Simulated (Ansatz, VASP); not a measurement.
## Pt in VASP and in Ansatz

```
Pt
1.0
     0.00000    1.94683    1.98090
     1.73268    0.00000    1.98090
     1.73268    1.94683    0.00000
Pt
1
Direct
  0.00000 0.00000 0.00000
```

Change from the starting cell: normal strain along x -0.1100, normal strain along z +0.0175.

Alike in both runs: task single point; functional LDA; k mesh 20 × 20 × 20; occupations gaussian, width 0.15 eV; no spin polarisation.

|  | VASP | Ansatz |
| --- | --- | --- |
| version | VASP 6.6.1 | Ansatz 0.2.0 |
| potentials or method | VASP PAW LDA potentials, release 64 (Pt), cutoff 520 eV | scalar-relativistic, plane waves, PAW |
| valence electrons in the cell | 10 | 18 |

Ansatz gave:

| Property | Result |
| --- | --- |
| gap on the k mesh at the Fermi level (eV) | none |
| pressure (GPa) | 41.3 |
| traceless stress, the component that is largest in VASP (GPa) | 6.89 |

Q: What did VASP give for the same quantities?

A: gap on the k mesh at the Fermi level (eV): none; pressure (GPa): 42.1; traceless stress, the component that is largest in VASP (GPa): 6.95.

LDA's correlation is that of Perdew and Zunger in VASP and of Perdew and Wang (1992) in Ansatz. A gap of «none» marks a metal or a gap that the smearing closes. Both programs put the cell under a high pressure, so it lies far from rest at this level. VASP's potentials hold 10 valence electrons a cell and Ansatz's 18, so a difference there can come from the potentials and not from the codes.

Spin-orbit coupling is off throughout.
